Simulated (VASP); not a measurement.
A run of VASP 6.6.1:

INCAR

```
ALGO = Normal
EDIFF = 1E-7
ENCUT = 520
GGA = PS
ISIF = 2
ISMEAR = 0
LASPH = T
LCHARG = T
LELF = T
LREAL = F
LVHAR = T
LWAVE = F
NBANDS = 11
NELM = 60
PREC = Accurate
SIGMA = 0.1
```

KPOINTS

```
k-points
0
Gamma
  8 8 8
```

File POSCAR:

```
BAs
1.0
    0.0000000000      2.2036364883      2.2036364883
    2.2036364883      0.0000000000      2.2036364883
    2.2036364883      2.2036364883      0.0000000000
B As
1 1
Direct
    0.0000000000      0.0000000000      0.0000000000
    0.7500000000      0.7500000000      0.7500000000
```

Potentials or basis: VASP PAW PBE potentials, release 64 (B, As).

Run with:

```sh
$ cat potpaw_PBE.64/B/POTCAR potpaw_PBE.64/As/POTCAR > POTCAR
$ mpirun -np 1 vasp_std > vasp.out
```

Hardware: 1 thread of AMD EPYC 7R13, on a shared host.

Question: Estimate the wall time of this run.

Answer: Wall time 10 s on 1 thread of AMD EPYC 7R13, on a shared host, peak memory 0.11 GiB. Counts: scf iterations 13, k points 29.
